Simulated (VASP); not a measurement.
A run of VASP 6.6.1:

INCAR

```
  PREC = Accurate
  ENCUT = 520
  EDIFF = 1E-6
  ISMEAR = 0
  SIGMA = 0.1
  LREAL = False
  LASPH = True
  NELM = 60
  ALGO = Normal
  ISIF = 2
  LWAVE = False
  LCHARG = False
  GGA = PE
  NBANDS = 35
```

File KPOINTS:

```
Automatic mesh
0
Gamma
  12 12 6
```

The input POSCAR:

```
TiW2C3
1.0
    3.0674086092      0.0000000000      0.0000000000
   -1.5337043046      2.6564537794      0.0000000000
    0.0000000000      0.0000000000      7.6217446313
Ti W C
1 2 3
Direct
    0.0000000000      0.0000000000      0.0000000000
    0.3333333333      0.6666666667      0.3292374636
    0.6666666667      0.3333333333      0.6707625364
    0.3333333333      0.6666666667      0.8349635603
    0.6666666667      0.3333333333      0.1650364397
    0.0000000000      0.0000000000      0.5000000000
```

Potentials or basis: VASP PAW PBE potentials, release 64 (Ti_sv, W_sv, C).

The run is started by

```console
$ cat potpaw_PBE.64/Ti_sv/POTCAR potpaw_PBE.64/W_sv/POTCAR potpaw_PBE.64/C/POTCAR > POTCAR
$ mpirun -np 1 vasp_std > vasp.out
```

Hardware: 1 thread of Intel(R) Xeon(R) 6975P-C (Granite Rapids), with other jobs on the host.

Question: Estimate the wall time of this run.

Answer: It took 82 s on 1 thread of Intel(R) Xeon(R) 6975P-C (Granite Rapids), on a shared host, peak memory 0.32 GiB. Counts: scf iterations 15, k points 100.
